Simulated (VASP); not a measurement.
A run of VASP 6.6.1:

The input INCAR:

```
SYSTEM = SbTe2O3
  ALGO = Normal
  EDIFF = 1E-6
  EDIFFG = -0.04
  ENCUT = 600
  GGA = PE
  IBRION = 2
  ISIF = 3
  ISMEAR = 0
  LASPH = .True.
  LCHARG = .False.
  LREAL = .False.
  LWAVE = .False.
  NELM = 100
  NSW = 90
  PREC = Accurate
  SIGMA = 0.1
```

The input KPOINTS:

```
k-points
0
Gamma
  4 4 4
  0 0 0
```

File POSCAR:

```
SbTe2O3
1.0
   -3.3102654900      3.3102654900      3.0924663400
    3.3102654900     -3.3102654900      3.0924663400
    3.3102654900      3.3102654900     -3.0924663400
Sb Te O
1 2 3
Direct
    0.5000000000      0.5000000000      0.0000000000
    0.7500000000      0.2500000000      0.5000000000
    0.2500000000      0.7500000000      0.5000000000
    0.5000000000      0.0000000000      0.5000000000
    0.0000000000      0.5000000000      0.5000000000
    0.0000000000      0.0000000000      0.0000000000
```

Potentials or basis: VASP PAW PBE potentials, release 64 (Sb, Te, O).

Command:

```bash
$ cat potpaw_PBE.64/Sb/POTCAR potpaw_PBE.64/Te/POTCAR potpaw_PBE.64/O/POTCAR > POTCAR
$ mpirun -np 1 vasp_std > vasp.out
```

Hardware: 1 thread of Intel(R) Xeon(R) Platinum 8259CL CPU @ 2.50GHz (Skylake/Cascade Lake), with other jobs on the host.

Task: Estimate the wall time of this run.

Result: It took 26 min on 1 thread of Intel(R) Xeon(R) Platinum 8259CL CPU @ 2.50GHz (Skylake/Cascade Lake), with other jobs on the host, peak memory 0.39 GiB. Counts: scf iterations 373, k points 13, ion steps 25.
